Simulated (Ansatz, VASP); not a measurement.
**One calculation of AlCo2, two programs**

Contents of INCAR:

```
PREC     = Accurate       # precision mode
ENCUT    = 600            # plane-wave cutoff, eV
EDIFF    = 1E-7           # SCF threshold, eV
ISMEAR   = 0              # smearing method
SIGMA    = 0.1            # smearing width, eV
LREAL    = False          # projectors in reciprocal space
LASPH    = True           # aspherical terms in the spheres
NELM     = 150            # most SCF steps
ALGO     = Normal         # electronic algorithm
ISIF     = 3              # what is computed and relaxed
LWAVE    = False          # write WAVECAR
LCHARG   = False          # write CHGCAR
ISPIN    = 2              # spin polarisation
MAGMOM   = 0 3 3          # initial moments
LORBIT   = 11             # projections on sites
LMAXMIX  = 4              # l up to which the mixer works
GGA      = PE             # functional
IBRION   = 2              # ionic algorithm
NSW      = 90             # ionic steps
EDIFFG   = -0.04          # ionic threshold
```

The input KPOINTS:

```
Automatic mesh
0
Gamma
  6 6 6
```

POSCAR

```
AlCo2
1.0
    0.0000000000      2.6429823500      2.6429823500
    2.6429823500      0.0000000000      2.6429823500
    2.6429823500      2.6429823500      0.0000000000
Al Co
1 2
Direct
    0.0000000000      0.0000000000      0.0000000000
    0.7500000000      0.7500000000      0.7500000000
    0.2500000000      0.2500000000      0.2500000000
```

Input for Ansatz:

```yaml
crystal:
  lattice:
    - [0.0, 2.64298235, 2.64298235]
    - [2.64298235, 0.0, 2.64298235]
    - [2.64298235, 2.64298235, 0.0]
  atoms:
    - { symbol: Al, position: [0.0, 0.0, 0.0] }
    - { symbol: Co, position: [0.75, 0.75, 0.75], spin: 3.0 }
    - { symbol: Co, position: [0.25, 0.25, 0.25], spin: 3.0 }
basis:
  ecutwfc: 420
kpoints:
  mp_grid: { grid: [6, 6, 6] }
hamiltonian:
  xc: pbe
scf:
  occupations: { method: gaussian, width: 0.1 }
  lower_state_search: "off"
output:
  forces: true
  stress: true
  eigenvalues: true
  populations: true
magnetization:
  spin_polarized: true
relax:
  adjacent_minimum: "off"
  f_tol: 0.04
  max_steps: 70
  cell: { stress_tol: 0.4 }
```

Change from the starting cell: species swapped into the YbH2 type (Fm-3m, No. 225).

Alike in both runs: task relaxation of cell and atoms; functional PBE; k mesh 6 × 6 × 6; occupations gaussian, width 0.1 eV; collinear spin.

```csv
,VASP,Ansatz
version,VASP 6.6.1,Ansatz 0.2.0
potentials or method,"VASP PAW PBE potentials, release 64 (Al, Co), cutoff 600 eV","scalar-relativistic, plane waves, PAW"
valence electrons in the cell,21,37
```

Ansatz gave:

```
gap on the k mesh at the Fermi level, each at its own relaxed structure (eV) : none
net moment per atom (μB)                                                     : 0.73
size of the moment on the site where the two differ most (μB)                : 1.14
relaxed volume (Å³/atom)                                                     : 13.70
relaxed cell length with the largest relative difference (Å)                 : 3.874
```

Task: Which values does VASP return?

Result: gap on the k mesh at the Fermi level, each at its own relaxed structure (eV): none; net moment per atom (μB): 0.72; size of the moment on the site where the two differ most (μB): 1.13; relaxed volume (Å³/atom): 13.69; relaxed cell length with the largest relative difference (Å): 3.873.

Site moments also hang on the region over which each program counts them. A gap of «none» marks a metal or a gap that the smearing closes. VASP's potentials hold 21 valence electrons a cell and Ansatz's 37, so a difference there can come from the potentials and not from the codes.
